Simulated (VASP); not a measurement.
The system is GeSbTe3.

```
Ge Sb Te
1.0
     5.07137    0.00000    0.00000
    -2.53568    4.39193    0.00000
     0.00000    0.00000    6.26083
Ge Sb Te
1 1 3
Direct
  0.66667 0.33333 0.00000
  0.33333 0.66667 0.50000
  0.00000 0.00000 0.75525
  0.00000 0.00000 0.24475
  0.66667 0.33333 0.50000
```

The cell was generated, and may not be a known phase.

```yaml
Program: VASP 6.6.1
Task: relaxation of cell and atoms
Functional: PBE
Potentials_or_basis: VASP PAW PBE potentials, release 64 (Ge_d, Sb, Te)
Cutoff: 600 eV
k_mesh: 6 × 6 × 4
Occupations: gaussian, width 0.1 eV
Spin: no spin polarisation
```

At the start: pressure 6.2 GPa; volume 27.89 Å³/atom.

**Question.** Where does the relaxation end?

**Answer.** Over 41 steps the energy falls by 158.7 meV/atom and the volume is 38.59 Å³/atom (+38.4 %); space group P-6m2 (No. 187, to 0.1 Å) before and after.

Step by step:
```
step  energy change (eV)  largest force (eV/Å)  pressure (GPa)  volume (Å³)
   1              0.0000                1.0811            6.22       139.45
   3             -0.3612                0.5923           -0.51       157.15
   5             -0.4153                0.0180            0.19       155.12
   7             -0.4155                0.0548            0.16       155.21
   9             -0.4171                0.0009           -0.34       157.19
  11             -0.4185                0.0101           -0.18       156.58
  13             -0.4238                0.0741            0.11       155.96
  15             -0.4257                0.0571            0.09       156.25
  17             -0.4345                0.1529           -0.65       160.21
  19             -0.3237                0.7580           -0.09       171.22
  21             -0.4516                0.7104           -0.62       168.50
  23             -0.4645                0.4702           -0.86       165.89
  25             -0.4946                0.3733            0.66       160.27
  27             -0.5409                0.0658            0.88       162.17
  29             -0.5972                0.2598            0.13       169.80
  31             -0.6046                0.5910           -0.10       174.41
  33             -0.6840                0.3934           -0.45       179.96
  35             -0.7723                0.0493           -0.48       203.92
  37             -0.7895                0.0976           -0.27       195.80
  39             -0.7930                0.0799            0.09       192.72
  41             -0.7933                0.0256            0.01       192.97
```

Final structure:
```xyz
5
Lattice="4.9275 0.0000 0.0000 -2.4637 4.2673 0.0000 0.0000 0.0000 9.1772" Properties=species:S:1:pos:R:3 pbc="T T T"
Ge    2.4637    1.4224    0.0000
Sb    0.0000    2.8449    4.5886
Te    0.0000    0.0000    7.7851
Te    0.0000    0.0000    1.3921
Te    2.4637    1.4224    4.5886
```

Caveat: the volume moved by over 15 % at a fixed basis, so the end points are rough; this functional lacks dispersion, which binds layers or chains, so the pressure and a relaxed spacing across them are unreliable; an odd number of electrons without spin polarisation forces a metal; a magnetic or distorted state may lie lower.
